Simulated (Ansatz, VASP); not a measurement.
**BAs in VASP and in Ansatz**

File INCAR:

```
SYSTEM = BAs
PREC     = Accurate       ! precision mode
ENCUT    = 600            ! plane-wave cutoff, eV
EDIFF    = 1E-6           ! SCF threshold, eV
ISMEAR   = -1             ! smearing method
SIGMA    = 0.05           ! smearing width, eV
LREAL    = .False.        ! projectors in reciprocal space
LASPH    = .True.         ! aspherical terms in the spheres
NELM     = 60             ! most SCF steps
ALGO     = Normal         ! electronic algorithm
ISIF     = 3              ! what is computed and relaxed
LWAVE    = .False.        ! write WAVECAR
LCHARG   = .False.        ! write CHGCAR
GGA      = PS             ! functional
IBRION   = 2              ! ionic algorithm
NSW      = 80             ! ionic steps
EDIFFG   = -0.005         ! ionic threshold
```

The input KPOINTS:

```
Automatic mesh
0
Gamma
  10 10 10
  0 0 0
```

The input POSCAR:

```
BAs
1.0
    0.0000000000      2.3885000000      2.3885000000
    2.3885000000      0.0000000000      2.3885000000
    2.3885000000      2.3885000000      0.0000000000
As B
1 1
Direct
    0.7500000000      0.7500000000      0.7500000000
    0.0000000000      0.0000000000      0.0000000000
```

Contents of input.yaml:

```yaml
crystal:
  lattice:
    - [0.0, 2.3885, 2.3885]
    - [2.3885, 0.0, 2.3885]
    - [2.3885, 2.3885, 0.0]
  atoms:
    - { symbol: As, position: [0.75, 0.75, 0.75] }
    - { symbol: B, position: [0.0, 0.0, 0.0] }
kpoints:
  mp_grid: { grid: [10, 10, 10] }
scf:
  occupations: { method: fermi_dirac, width: 0.05 }
hamiltonian:
  xc: pbesol
  pseudopotentials: { kind: all_electron, lapw: { basis_error: 0.001 } }
output:
  forces: true
  stress: true
relax:
  f_tol: 0.005
  max_steps: 60
  cell: {}
```

Alike in both runs: task relaxation of cell and atoms; functional PBEsol; k mesh 10 × 10 × 10; occupations fermi-dirac, width 0.05 eV; no spin polarisation.

|  | VASP | Ansatz |
| --- | --- | --- |
| version | VASP 6.6.1 | Ansatz 0.2.0 |
| potentials or method | VASP PAW PBE potentials, release 64 (As, B), cutoff 600 eV | all-electron LAPW, scalar-relativistic |

VASP gave:

* relaxed volume (Å³/atom): 13.63
* relaxed cell length with the largest relative difference (Å): 3.378

Q: Which values does Ansatz return?

A: Relaxed volume (Å³/atom): 13.54; relaxed cell length with the largest relative difference (Å): 3.371.

VASP's potentials were made for PBE, not for PBEsol. Ansatz ran all-electron here, and VASP with PAW potentials.

Noted on VASP's run: the relaxation stopped at its first step, so nothing moved.
